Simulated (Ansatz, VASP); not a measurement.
## Re2Au in VASP and in Ansatz

```
CELL_PARAMETERS angstrom
-1.64370 1.64370 4.44078
1.64370 -1.64370 4.44078
1.64370 1.64370 -4.44078
ATOMIC_POSITIONS crystal
Re 0.68100 0.68100 0.00000
Re 0.31900 0.31900 0.00000
Au 0.00000 0.00000 0.00000
```

Alike in both runs: functional PBE; k mesh 8 × 8 × 8; occupations gaussian, width 0.1 eV; no spin polarisation.

Ansatz relaxed the structure, and its values are those at the end. VASP's run is a single point on that final structure, the one shown.

|  | VASP | Ansatz |
| --- | --- | --- |
| version | VASP 6.6.1 | Ansatz 0.2.0 |
| potentials or method | VASP PAW PBE potentials, release 64 (Re, Au), cutoff 520 eV | scalar-relativistic, plane waves, PAW |
| valence electrons in the cell | 25 | 49 |

|  | VASP | Ansatz | Ansatz less VASP |
| --- | --- | --- | --- |
| gap on the k mesh at the Fermi level (eV) | none | none | - |
| pressure (GPa) | -0.7 | 0.0 | +0.73 |
| rms of the force components (eV/Å) | 0.047 | 0.004 | -0.0433 |

A gap of «none» marks a metal or a gap that the smearing closes. VASP's potentials hold 25 valence electrons a cell and Ansatz's 49, so a difference there can come from the potentials and not from the codes.

Neither program's run includes spin-orbit coupling.
